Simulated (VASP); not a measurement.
Input of a VASP 6.6.1 run:

The input INCAR:

```
  PREC = Accurate
  ENCUT = 520
  EDIFF = 1E-7
  ISMEAR = -1
  SIGMA = 0.05
  LREAL = False
  LASPH = True
  NELM = 80
  ALGO = Normal
  ISIF = 2
  LWAVE = False
  LCHARG = False
  GGA = B5
  ALDAX = 1.0
  AGGAX = 1.0
  AGGAC = 1.0
  ALDAC = 0.0
  IVDW = 12
  VDW_S6 = 1.0
  VDW_S8 = 2.6996
  VDW_A1 = 0.4298
  VDW_A2 = 4.2359
  NBANDS = 16
```

KPOINTS

```
Automatic mesh
0
Gamma
  9 9 9
```

File POSCAR:

```
ZnS
1.0
    0.0000000000      2.6468416657      2.6468416657
    2.6468416657      0.0000000000      2.6468416657
    2.6468416657      2.6468416657      0.0000000000
Zn S
1 1
Direct
    0.7500000000      0.7500000000      0.7500000000
    0.0000000000      0.0000000000      0.0000000000
```

Potentials or basis: VASP PAW PBE potentials, release 64 (Zn, S).

Command:

```sh
$ cat potpaw_PBE.64/Zn/POTCAR potpaw_PBE.64/S/POTCAR > POTCAR
$ mpirun -np 1 vasp_std > vasp.out
```

Estimate the pressure.

4.5 GPa.

What does it give for the dispersion energy per atom?

-0.716 eV.

What does it give for the band gap on the k mesh?

2.42 eV, direct.

Caveat: the PAW data sets were made with another functional, which shifts forces and pressure a little. A hybrid or GW would open this gap; BLYP tends to underestimate it.
